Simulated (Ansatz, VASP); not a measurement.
# MoSe in VASP and in Ansatz

Contents of INCAR:

```
SYSTEM = MoSe
ALGO = Normal
EDIFF = 1E-6
ENCUT = 520
GGA = PS
ISIF = 2
ISMEAR = 0
ISPIN = 2
LASPH = .TRUE.
LCHARG = .FALSE.
LDAU = .TRUE.
LDAUJ = 0 0
LDAUL = 2 -1
LDAUPRINT = 1
LDAUTYPE = 2
LDAUU = 2 0
LMAXMIX = 4
LORBIT = 11
LREAL = .FALSE.
LWAVE = .FALSE.
MAGMOM = 3.5 0
NBANDS = 21
NELM = 150
PREC = Accurate
SIGMA = 0.05
```

The input KPOINTS:

```
k-points
0
G
  14 14 14
  0 0 0
```

File POSCAR:

```
MoSe
1.0
    0.0000000000      2.5748516654      2.5748516654
    2.5748516654      0.0000000000      2.5748516654
    2.5748516654      2.5748516654      0.0000000000
Mo Se
1 1
Direct
    0.0000000000      0.0000000000      0.0000000000
    0.5000000000      0.5000000000      0.5000000000
```

Input for Ansatz:

```yaml
crystal:
  lattice:
    - [0.0, 2.5748516654, 2.5748516654]
    - [2.5748516654, 0.0, 2.5748516654]
    - [2.5748516654, 2.5748516654, 0.0]
  atoms:
    - { symbol: Mo, position: [0.0, 0.0, 0.0], spin: 3.5 }
    - { symbol: Se, position: [0.5, 0.5, 0.5] }
basis:
  ecutwfc: 420
kpoints:
  mp_grid: { grid: [14, 14, 14] }
hamiltonian:
  xc: pbesol
  hubbard: { sites: [{ species: Mo, l: d, u_eff: 2.0 }] }
scf:
  occupations: { method: gaussian, width: 0.05 }
output:
  forces: true
  stress: true
  eigenvalues: true
  populations: true
magnetization:
  spin_polarized: true
```

Alike in both runs: task single point; functional PBEsol; k mesh 14 × 14 × 14; occupations gaussian, width 0.05 eV; collinear spin; Hubbard terms Mo d U = 2.0 eV.

|  | VASP | Ansatz |
| --- | --- | --- |
| version | VASP 6.6.1 | Ansatz 0.2.0 |
| potentials or method | VASP PAW PBE potentials, release 64 (Mo_sv, Se), cutoff 520 eV | scalar-relativistic, plane waves, PAW |
| valence electrons in the cell | 20 | 30 |

Ansatz gave:

| Quantity | Value |
| --- | --- |
| gap on the k mesh at the Fermi level (eV) | none |
| pressure (GPa) | 14.3 |
| net moment per atom (μB) | 1.34 |
| size of the moment on the site where the two differ most (μB) | 2.01 |

What did VASP give for the same quantities?

gap on the k mesh at the Fermi level (eV): none; pressure (GPa): 14.8; net moment per atom (μB): 1.30; size of the moment on the site where the two differ most (μB): 2.35.

VASP's potentials were made for PBE, not for PBEsol. Site moments also hang on the region over which each program counts them. The programs project onto different local orbitals, so the same U acts differently, and such runs can settle in different states. A gap of «none» marks a metal or a gap that the smearing closes. VASP's potentials hold 20 valence electrons a cell and Ansatz's 30, so a difference there can come from the potentials and not from the codes. Ansatz's warnings: filled band counts differ across k points.
